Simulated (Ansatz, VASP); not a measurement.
## Two plane-wave programs on HgTe

File INCAR:

```
SYSTEM = HgTe
PREC = Accurate
ENCUT = 520
EDIFF = 1E-8
ISMEAR = -1
SIGMA = 0.03
LREAL = .FALSE.
LASPH = .TRUE.
NELM = 60
ALGO = Normal
ISIF = 2
LWAVE = .FALSE.
LCHARG = .FALSE.
GGA = CA
LEFG = .TRUE.
NBANDS = 16
```

The input KPOINTS:

```
Automatic mesh
0
G
  11 11 11
  0 0 0
```

File POSCAR:

```
HgTe
1.0
    0.0000000000      3.2235000000      3.1267950000
    3.2235000000      0.0000000000      3.1267950000
    3.2235000000      3.2235000000      0.0000000000
Hg Te
1 1
Direct
    0.0000000000      0.0000000000      0.0000000000
    0.7500000000      0.7500000000      0.7500000000
```

Input for Ansatz:

```yaml
crystal:
  lattice:
    - [0.0, 3.2235, 3.126795]
    - [3.2235, 0.0, 3.126795]
    - [3.2235, 3.2235, 0.0]
  atoms:
    - { symbol: Hg, position: [0.0, 0.0, 0.0] }
    - { symbol: Te, position: [0.75, 0.75, 0.75] }
kpoints:
  mp_grid: { grid: [11, 11, 11] }
scf:
  occupations: { method: fermi_dirac, width: 0.03 }
hamiltonian:
  xc: lda
  pseudopotentials: { kind: paw }
output:
  forces: true
  stress: true
  eigenvalues: true
  efg: { contact_densities: true }
```

Change from the starting cell: zz strain of -3 %, PAW files.

Alike in both runs: task electric field gradients; functional LDA; k mesh 11 × 11 × 11; occupations fermi-dirac, width 0.03 eV; no spin polarisation.

|  | VASP | Ansatz |
| --- | --- | --- |
| version | VASP 6.6.1 | Ansatz 0.2.0 |
| potentials or method | VASP PAW LDA potentials, release 64 (Hg, Te) | PAW with Ansatz's default frozen-core files, scalar-relativistic |
| plane-wave cutoff (eV) | 520 | 420 |
| valence electrons in the cell | 18 | 36 |

VASP gave:

| Item | Value |
| --- | --- |
| pressure (GPa) | 1.5 |
| traceless stress, the component that is largest in VASP (GPa) | 0.30 |
| size of Vzz on the site where it differs most (V/Å²) | 20.3 |

Question: Which values does Ansatz return?

Answer: Pressure (GPa): 1.2; traceless stress, the component that is largest in VASP (GPa): 0.30; size of Vzz on the site where it differs most (V/Å²): 16.5.

LDA's correlation is that of Perdew and Zunger in VASP and of Perdew and Wang (1992) in Ansatz. VASP's potentials hold 18 valence electrons a cell and Ansatz's 36, so a difference there can come from the potentials and not from the codes.

Neither program's run includes spin-orbit coupling.
